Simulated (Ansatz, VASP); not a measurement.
**K: VASP beside Ansatz**

The input INCAR:

```
SYSTEM = K
ALGO = Normal
EDIFF = 1E-8
ENCUT = 520
GGA = PE
ISIF = 2
ISMEAR = -1
LASPH = .True.
LCHARG = .False.
LEFG = .True.
LREAL = .False.
LWAVE = .False.
NBANDS = 16
NELM = 60
PREC = Accurate
SIGMA = 0.03
```

The input KPOINTS:

```
k-points
0
Gamma
  12 12 6
  0 0 0
```

File POSCAR:

```
K
1.0
    4.8112211123      0.0000000000      0.0000000000
   -2.4056105561      4.1666397064      0.0000000000
    0.0000000000      0.0000000000      7.3939809520
K
2
Direct
    0.3333333333      0.6666666667      0.2500000000
    0.6666666667      0.3333333333      0.7500000000
```

Input for Ansatz:

```yaml
crystal:
  lattice:
    - [4.8112211123, 0.0, 0.0]
    - [-2.4056105561, 4.1666397064, 0.0]
    - [0.0, 0.0, 7.393980952]
  atoms:
    - { symbol: K, position: [0.3333333333, 0.6666666667, 0.25] }
    - { symbol: K, position: [0.6666666667, 0.3333333333, 0.75] }
kpoints:
  mp_grid: { grid: [12, 12, 6] }
scf:
  occupations: { method: fermi_dirac, width: 0.03 }
hamiltonian:
  xc: pbe
  pseudopotentials: { kind: paw }
output:
  forces: true
  stress: true
  eigenvalues: true
  efg: { contact_densities: true }
```

Change from the starting cell: z stretched by -4 % at fixed volume, PAW files.

Alike in both runs: task electric field gradients; functional PBE; k mesh 12 × 12 × 6; occupations fermi-dirac, width 0.03 eV; no spin polarisation.

|  | VASP | Ansatz |
| --- | --- | --- |
| version | VASP 6.6.1 | Ansatz 0.2.0 |
| potentials or method | VASP PAW PBE potentials, release 64 (K_sv) | PAW with Ansatz's default frozen-core files, scalar-relativistic |
| plane-wave cutoff (eV) | 520 | 420 |
| valence electrons in the cell | 18 | 18 |

```csv
,VASP,Ansatz,Ansatz less VASP
pressure (GPa),0.0,0.0,+0.01
"traceless stress, the component that is largest in VASP (GPa)",0.18,0.18,0.000
size of Vzz on the site where it differs most (V/Å²),0.8,0.8,+0.02
```
